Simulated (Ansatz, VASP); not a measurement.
Mn: VASP beside Ansatz

```
Mn
1.0
     2.48365    0.00000    0.00000
    -1.24182    2.15090    0.00000
     0.00000    0.00000    4.02620
Mn
2
Direct
  0.33333 0.66667 0.25000
  0.66667 0.33333 0.75000
```

Alike in both runs: task single point; functional PBE; k mesh 12 × 12 × 7; occupations fermi-dirac, width 0.05 eV; collinear spin.

```csv
,VASP,Ansatz
version,VASP 6.6.1,Ansatz 0.2.0
potentials or method,"VASP PAW PBE potentials, release 64 (Mn_pv)",Ansatz PAW
plane-wave cutoff (eV),520,420
valence electrons in the cell,26,30
```

VASP gave:

```
gap on the k mesh at the Fermi level (eV)                     : none
pressure (GPa)                                                : -0.6
traceless stress, the component that is largest in VASP (GPa) : -0.06
net moment per atom (μB)                                      : 0.00
size of the moment on the site where the two differ most (μB) : 0.37
```

Q: What did Ansatz give for the same quantities?

A: gap on the k mesh at the Fermi level (eV): none; pressure (GPa): -0.7; traceless stress, the component that is largest in VASP (GPa): -0.05; net moment per atom (μB): 0.00; size of the moment on the site where the two differ most (μB): 0.29.

Site moments also hang on the region over which each program counts them. A gap of «none» marks a metal or a gap that the smearing closes. VASP's potentials hold 26 valence electrons a cell and Ansatz's 30, so a difference there can come from the potentials and not from the codes.
